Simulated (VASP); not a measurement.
# GaN (F-43m) in VASP: settings compared, part 2 of 2

VASP 6.6.1. Earlier steps stand in the parts before.

### 4 Single point, LDA

This run uses another cell than the first one, of 11.06 Å³/atom.

INCAR reads:

```
SYSTEM = GaN
PREC = Accurate
ENCUT = 1330
EDIFF = 1E-6
ISMEAR = -1
SIGMA = 0.05
LREAL = .FALSE.
LASPH = .TRUE.
NELM = 120
ALGO = Normal
ISIF = 2
LWAVE = .FALSE.
LCHARG = .FALSE.
NBANDS = 16
GGA_COMPAT = .FALSE.
```

KPOINTS reads:

```
regular mesh
0
G
  10 10 10
  0 0 0
```

POSCAR reads:

```
GaN
1.0
    0.0000000000      2.2277008415      2.2277008415
    2.2277008415      0.0000000000      2.2277008415
    2.2277008415      2.2277008415      0.0000000000
Ga N
1 1
Direct
    0.0000000000      0.0000000000      0.0000000000
    0.2500000000      0.2500000000      0.2500000000
```

Potentials or basis: VASP PAW LDA potentials, release 64 (Ga_d, N_h).

Command:

```
> cat potpaw_LDA.64/Ga_d/POTCAR potpaw_LDA.64/N_h/POTCAR > POTCAR
> mpirun -np 1 vasp_std > vasp.out
```

OUTCAR:

```text
SYSTEM = GaN
   PREC = Accurate
   ENCUT = 1330
   EDIFF = 1E-6
   ISMEAR = -1
   LREAL = .FALSE.
   LASPH = .TRUE.
   NELM = 120
   ISIF = 2

 ion  position               nearest neighbor table
   1  0.000  0.000  0.000-   2 1.93   2 1.93   2 1.93   2 1.93
   2  0.250  0.250  0.250-   1 1.93   1 1.93   1 1.93   1 1.93

  LATTYP: Found a face centered cubic cell.
 ALAT       =     4.4554016830

  Lattice vectors:

 A1 = (   0.0000000000,   2.2277008415,   2.2277008415)
 A2 = (   2.2277008415,   0.0000000000,   2.2277008415)
 A3 = (   2.2277008415,   2.2277008415,   0.0000000000)

Analysis of symmetry for initial positions (statically):
=====================================================================
 Subroutine PRICEL returns:
 Original cell was already a primitive cell.

 Routine SETGRP: Setting up the symmetry group for a
 face centered cubic supercell.

 Subroutine GETGRP returns: Found 24 space group operations
 (whereof 24 operations were pure point group operations)
 out of a pool of 48 trial point group operations.

The static configuration has the point symmetry T_d .

Analysis of symmetry for dynamics (positions and initial velocities):
=====================================================================
 Subroutine PRICEL returns:
 Original cell was already a primitive cell.

 Routine SETGRP: Setting up the symmetry group for a
 face centered cubic supercell.

 Subroutine GETGRP returns: Found 24 space group operations
 (whereof 24 operations were pure point group operations)
 out of a pool of 48 trial point group operations.

The dynamic configuration has the point symmetry T_d .

 Subroutine INISYM returns: Found 24 space group operations
 (whereof 24 operations are pure point group operations),
 and found     1 'primitive' translations

----------------------------------------------------------------------------------------

                                     Primitive cell

[... 104 lines left out ...]
   EFERMI =   0.00;   METHOD = LEGACY
   ISMEAR =    -1;   SIGMA  =   0.05  broadening in eV -4-tet -1-fermi 0-gaus
   EFERMI_NEDOS =   21; number of points for ismear=-14 and -15
   IALGO  =     38    algorithm
   IMIX   =      4    mixing-type and parameters
     AMIX     =   0.40;   BMIX     =  1.00
     AMIX_MAG =   1.60;   BMIX_MAG =  1.00
  volume/ion in A,a.u.               =      11.06        74.60
  Fermi-wavevector in a.u.,A,eV,Ry     =   1.528617  2.888668 31.792341  2.336671
  Thomas-Fermi vector in A             =   2.636351
   LORBIT       =      0    0 simple, 1 ext, 2 COOP (PROOUT), +10 PAW based schemes
   GGA     = CA    functional components
   LHFCALC =     F    Hartree Fock is set to
   AEXX    =    0.0000 exact exchange contribution
   IVDW    =     0    specifies the selected vdW correction
   LEPSILON=     F    determine dielectric tensor
   LRPA    =     F    only Hartree local field effects (RPA)
 non-spin polarized calculation
  energy-cutoff  :     1330.00
  volume of cell :       22.11
 maximum number of plane-waves:      2454
 NGX is ok and might be reduce to    40
   NGX = 19   NGY = 19   NGZ = 19

 number of electron      18.0000001 magnetization

 Free energy of the ion-electron system (eV)
  ---------------------------------------------------
  ext. energy  EPLUGINS =         0.00000000
  ---------------------------------------------------
  free energy    TOTEN  =       -13.94716651 eV

  energy without entropy =      -13.94716651  energy(sigma->0) =      -13.94716651

 E-fermi :   6.6787     XC(G=0): -12.3189

 val. band max:        5.7380399333   @ k =   0.0000   0.0000   0.0000
 cond. band min:       7.7118683472   @ k =   0.0000   0.0000   0.0000
 fundamental gap:      1.9738284139
 Fermi energy:         6.6787138128

 k-point     1 :       0.0000    0.0000    0.0000
  band No.  band energies     occupation
      1     -10.3684      2.00000
      2      -7.8524      2.00000
      3      -7.8524      2.00000
      4      -7.8524      2.00000
      5      -7.4981      2.00000
      6      -7.4981      2.00000
[... 433 lines left out ...]
      3      -7.6053      2.00000
      4      -7.6039      2.00000
      5      -7.4312      2.00000
      6      -6.5060      2.00000
[... 8 lines left out ...]
     15      28.4410      0.00000
     16      28.4746      0.00000

 [... further k-points ...]
[... 5 lines left out ...]
  --------------------------------------------------------------------------------------
  -------------------------------------------------------------------------------------
  Total        0.1340101      0.1340101      0.1340101     -0.0000000      0.0000000     -0.0000000
  in kB        9.7106288      9.7106288      9.7106288     -0.0000000      0.0000000     -0.0000000
  external PRESSURE =       9.7106288 kB  Pullay stress =       0.0000000 kB

 VOLUME and BASIS-vectors are now :
 -----------------------------------------------------------------------------
  energy-cutoff  :     1330.00
  volume of cell :       22.11
      direct lattice vectors                 reciprocal lattice vectors
     0.000000000  2.227700841  2.227700841    -0.224446654  0.224446654  0.224446654
     2.227700841  0.000000000  2.227700841     0.224446654 -0.224446654  0.224446654
     2.227700841  2.227700841  0.000000000     0.224446654  0.224446654 -0.224446654

 POSITION                                       TOTAL-FORCE (eV/Angst)
 -----------------------------------------------------------------------------------
      0.00000      0.00000      0.00000        -0.000000      0.000000      0.000000
      1.11385      1.11385      1.11385         0.000000     -0.000000     -0.000000
 -----------------------------------------------------------------------------------
    total drift:                               -0.000000     -0.000000     -0.000000

  FREE ENERGIE OF THE ION-ELECTRON SYSTEM (eV)
  ---------------------------------------------------
  free  energy   TOTEN  =       -13.9471665073 eV

  energy  without entropy=      -13.9471665072  energy(sigma->0) =      -13.94716651
```

OSZICAR:

```text
N       E                     dE             d eps       ncg     rms          rms(c)
DAV:   1     0.130490390635E+03    0.13049E+03   -0.15614E+04  1656   0.353E+03
DAV:   2    -0.228457261547E+01   -0.13277E+03   -0.12130E+03  1688   0.517E+02
DAV:   3    -0.157448714767E+02   -0.13460E+02   -0.13231E+02  1736   0.107E+02
DAV:   4    -0.159973799337E+02   -0.25251E+00   -0.25228E+00  1864   0.151E+01
DAV:   5    -0.160006870099E+02   -0.33071E-02   -0.33069E-02  1896   0.160E+00    0.763E+00
DAV:   6    -0.140024566372E+02    0.19982E+01   -0.48494E+00  2256   0.410E+01    0.208E+00
DAV:   7    -0.139740631810E+02    0.28393E-01   -0.26488E-01  1640   0.601E+00    0.129E+00
DAV:   8    -0.139493864976E+02    0.24677E-01   -0.59845E-02  1896   0.272E+00    0.351E-01
DAV:   9    -0.139471480011E+02    0.22385E-02   -0.82955E-03  2240   0.211E+00    0.701E-02
DAV:  10    -0.139471740764E+02   -0.26075E-04   -0.83292E-04  1992   0.393E-01    0.204E-02
DAV:  11    -0.139471667002E+02    0.73761E-05   -0.63406E-05  2264   0.149E-01    0.547E-03
DAV:  12    -0.139471665073E+02    0.19295E-06   -0.66809E-06  1896   0.438E-02
   1 F= -.13947167E+02 E0= -.13947167E+02  d E =-.804211E-10
```

stdout:

```text
POSCAR found type information on POSCAR GaN
 POSCAR found :  2 types and       2 ions
 scaLAPACK will be used
 LDA part: xc-table for (Slater(with rela. corr.)+CA(PZ))
 , standard interpolation
 POSCAR, INCAR and KPOINTS ok, starting setup
 FFT: planning ... GRIDC
 FFT: planning ... GRID_SOFT
 FFT: planning ... GRID
 WAVECAR not read
 entering main loop
```

Run time: 35 s. Hardware: 1 thread of AMD EPYC 9R45 (Zen 5), shared host; peak memory 0.22 GiB.

Results:

```yaml
Free_energy: -13.9472 eV
Pressure: 1.0 GPa
Band_gap_on_the_k_mesh: 1.97 eV
```

Levels at points of the mesh, in eV from the valence-band top:
```csv
k point,band 5,band 6,band 7,band 8,band 9,band 10,band 11,band 12,band 13,band 14
"(0.00, 0.00, 0.00)",-13.24,-13.24,0.00,0.00,0.00,1.97,10.33,10.33,10.33,17.77
"(0.50, 0.00, 0.00)",-13.18,-11.86,-7.35,-1.02,-1.02,4.78,8.77,10.39,10.39,15.69
"(0.50, 0.50, 0.00)",-13.15,-11.38,-6.35,-2.86,-2.86,3.26,6.69,11.75,14.12,14.12
```

### 5 Single point, BLYP+D4

This run uses another cell than the first one, of 11.39 Å³/atom.

INCAR reads:

```
PREC = Accurate
ENCUT = 1330
EDIFF = 1E-6
ISMEAR = -1
SIGMA = 0.05
LREAL = F
LASPH = T
NELM = 120
ALGO = Normal
ISIF = 2
LWAVE = F
LCHARG = F
GGA = B5
ALDAX = 1.0
AGGAX = 1.0
AGGAC = 1.0
ALDAC = 0.0
IVDW = 13
VDW_S6 = 1.0
VDW_S8 = 2.34076671
VDW_A1 = 0.44488865
VDW_A2 = 4.0933009
NBANDS = 16
GGA_COMPAT = F
```

KPOINTS reads:

```
regular mesh
0
Gamma
  10 10 10
```

POSCAR reads:

```
GaN
1.0
    0.0000000000      2.2497573733      2.2497573733
    2.2497573733      0.0000000000      2.2497573733
    2.2497573733      2.2497573733      0.0000000000
Ga N
1 1
Direct
    0.0000000000      0.0000000000      0.0000000000
    0.2500000000      0.2500000000      0.2500000000
```

Potentials or basis: VASP PAW PBE potentials, release 64 (Ga_d, N_h).

Command:

```
> cat potpaw_PBE.64/Ga_d/POTCAR potpaw_PBE.64/N_h/POTCAR > POTCAR
> mpirun -np 1 vasp_std > vasp.out
```

Run time: 56 s. Hardware: 1 thread of AMD EPYC 9R45 (Zen 5), shared host; peak memory 0.26 GiB.

Results (log left out):

| Item | Value |
| --- | --- |
| Free energy | -12.5045 eV |
| Pressure | 1.7 GPa |
| Band gap on the k mesh | 1.85 eV |
| Dispersion energy per atom | -0.769 eV |

Levels at points of the mesh, in eV from the valence-band top:
```
           k point  band 6  band 7  band 8  band 9  band 10  band 11  band 12  band 13
(0.00, 0.00, 0.00)  -13.23    0.00    0.00    0.00     1.85    10.34    10.34    10.34
(0.50, 0.00, 0.00)  -11.92   -6.99   -0.97   -0.97     4.71     8.89    10.46    10.46
(0.50, 0.50, 0.00)  -11.47   -6.12   -2.69   -2.69     3.60     6.72    11.88    13.99
```

Caveat: the PAW data sets were made with another functional, which shifts forces and pressure a little.

### 6 Overview

```csv
level,potentials or basis,cell,gap on the mesh (eV),pressure (GPa)
BLYP+D4,"VASP PAW PBE potentials, release 64 (Ga_d, N_h)","a = 3.187 Å, angles 60.0°, 2 atoms",1.81,0.6
BLYP,"VASP PAW PBE potentials, release 64 (Ga_d, N_h)","a = 3.122 Å, angles 60.0°, 2 atoms",2.23,26.7
LDA,"VASP PAW LDA potentials, release 64 (Ga_d, N_h)","a = 3.150 Å, angles 60.0°, 2 atoms",1.97,1.0
BLYP+D4,"VASP PAW PBE potentials, release 64 (Ga_d, N_h)","a = 3.182 Å, angles 60.0°, 2 atoms",1.85,1.7
```

Alike in all rows: task single point; no spin polarisation; k mesh 10 × 10 × 10; cutoff (eV) 1330; smearing fermi-dirac 0.05 eV.

Caveats: the PAW data sets were made with another functional, which shifts forces and pressure a little (at least some runs); the cell stands under pressure (at least some runs).

Absolute energies hang on the potentials; compare differences alone.
